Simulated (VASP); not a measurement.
Set up this calculation in VASP 6.6.1, as the native input.

```
Task                   : single point
Functional             : LDA
Potentials or basis    : VASP PAW LDA potentials, release 64 (Li_sv, Na_pv, Cl)
Cutoff                 : 520 eV
k mesh                 : 8 × 8 × 8
Occupations            : gaussian, width 0.01 eV
Spin                   : no spin polarisation
Dipole correction      : no
Further INCAR settings : ALGO = Normal; EDIFF = 1e-06; NBANDS = 20
```

The structure of NaLiCl2 lies in POSCAR:

```
NaLiCl2
1.0
    1.8915979397      1.0921145797      6.2476405587
   -1.8915979397      1.0921145797      6.2476405587
    0.0000000000     -2.1842291593      6.2476405587
Li Na Cl
1 1 2
Direct
    1.0000000000      0.0000000000      0.0000000000
    0.5000000000      0.5000000000      0.5000000000
    0.2566860793      0.2566860793      0.2566860793
    0.7433139207      0.7433139207      0.7433139207
```

One way to write it, as run:

INCAR

```
PREC = Accurate ; ENCUT = 520
EDIFF = 1E-6 ; ISMEAR = 0
SIGMA = 0.01 ; LREAL = False
LASPH = True ; NELM = 100
ALGO = Normal ; ISIF = 2
LWAVE = False ; LCHARG = False
GGA = CA ; NBANDS = 20
```

KPOINTS

```
Automatic mesh
0
Gamma
  8 8 8
```

Potentials or basis: VASP PAW LDA potentials, release 64 (Li_sv, Na_pv, Cl).

Run with:

```sh
$ cat potpaw_LDA.64/Li_sv/POTCAR potpaw_LDA.64/Na_pv/POTCAR potpaw_LDA.64/Cl/POTCAR > POTCAR
$ mpirun -np 1 vasp_std > vasp.out
```

Results of the run:

The largest force is 0.046 eV/Å and the band gap on the k mesh is 5.22 eV, direct.

It took 3 min on 1 thread of Intel(R) Xeon(R) Platinum 8375C CPU @ 2.90GHz (Ice Lake), on a shared host, peak memory 0.3 GiB.
